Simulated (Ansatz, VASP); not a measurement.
## MgO in VASP and in Ansatz

```xyz
2
Lattice="2.9377 0.0000 0.0000 -1.4689 2.6205 0.0000 0.0000 0.0000 2.6798" Properties=species:S:1:pos:R:3 pbc="T T T"
Mg    0.0000    0.0000    0.0000
O     0.0000    1.7470    1.3399
```

Change from the starting cell: strain +0.0300 x Voigt [0, 1, 0, 0, 0, 0], atoms carried along.

Alike in both runs: task single point; functional PBE; k mesh 12 × 12 × 8; occupations gaussian, width 0.05 eV; no spin polarisation.

```csv
,VASP,Ansatz
version,VASP 6.6.1,Ansatz 0.2.0
potentials or method,"VASP PAW PBE potentials, release 64 (Mg, O), cutoff 520 eV","scalar-relativistic, plane waves, PAW"
valence electrons in the cell,8,16
```

```tsv
	VASP	Ansatz	Ansatz less VASP
gap on the k mesh at the Fermi level (eV)	2.69	2.72	+0.021
least direct gap on the mesh (eV)	3.06	3.08	+0.018
pressure (GPa)	-4.1	-3.5	+0.62
traceless stress, the component that is largest in VASP (GPa)	-5.54	-5.53	+0.012
rms of the force components (eV/Å)	0.012	0.013	+0.0006
```

Atom by atom the forces differ by 0.001 eV/Å (rms over components). VASP's potentials hold 8 valence electrons a cell and Ansatz's 16, so a difference there can come from the potentials and not from the codes.
